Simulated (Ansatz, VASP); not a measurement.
TaN in VASP and in Ansatz

The input INCAR:

```
  ALGO = Normal
  EDIFF = 1E-6
  ENCUT = 520
  GGA = PS
  ISIF = 2
  ISMEAR = 0
  LASPH = True
  LCHARG = False
  LREAL = False
  LWAVE = False
  NBANDS = 24
  NELM = 60
  PREC = Accurate
  SIGMA = 0.15
```

File KPOINTS:

```
k-points
0
Gamma
  18 18 12
```

The input POSCAR:

```
TaN
1.0
    3.1359614755      0.0000000000      0.0000000000
   -1.5679807378      2.7158223031      0.0000000000
    0.0000000000      0.0000000000      4.6728893829
Ta N
2 2
Direct
    0.3333333333      0.6666666667      0.0000000000
    0.6666666667      0.3333333333      0.5000000000
    0.3333333333      0.6666666667      0.3850000000
    0.6666666667      0.3333333333      0.8850000000
```

Input for Ansatz:

```yaml
crystal:
  lattice:
    - [3.1359614755, 0.0, 0.0]
    - [-1.5679807378, 2.7158223031, 0.0]
    - [0.0, 0.0, 4.6728893829]
  atoms:
    - { symbol: Ta, position: [0.3333333333, 0.6666666667, 0.0] }
    - { symbol: Ta, position: [0.6666666667, 0.3333333333, 0.5] }
    - { symbol: "N", position: [0.3333333333, 0.6666666667, 0.385] }
    - { symbol: "N", position: [0.6666666667, 0.3333333333, 0.885] }
basis:
  ecutwfc: 420
kpoints:
  mp_grid: { grid: [18, 18, 12] }
hamiltonian:
  xc: pbesol
scf:
  occupations: { method: gaussian, width: 0.15 }
output:
  forces: true
  stress: true
  eigenvalues: true
```

Alike in both runs: task single point; functional PBEsol; k mesh 18 × 18 × 12; occupations gaussian, width 0.15 eV; no spin polarisation.

```csv
,VASP,Ansatz
version,VASP 6.6.1,Ansatz 0.2.0
potentials or method,"VASP PAW PBE potentials, release 64 (Ta_pv, N), cutoff 520 eV","scalar-relativistic, plane waves, PAW"
valence electrons in the cell,32,36
```

Ansatz gave:

| Quantity | Value |
| --- | --- |
| gap on the k mesh at the Fermi level (eV) | none |
| rms of the force components (eV/Å) | 1.379 |

Problem. Estimate VASP's values.

Solution. gap on the k mesh at the Fermi level (eV): none; rms of the force components (eV/Å): 1.432.

VASP's potentials were made for PBE, not for PBEsol. Atom by atom the forces differ by 0.053 eV/Å (rms over components). A gap of «none» marks a metal or a gap that the smearing closes. With one functional, cell and mesh, what is left measures potentials, basis and numerics. VASP's potentials hold 32 valence electrons a cell and Ansatz's 36, so a difference there can come from the potentials and not from the codes.

Neither program's run includes spin-orbit coupling.
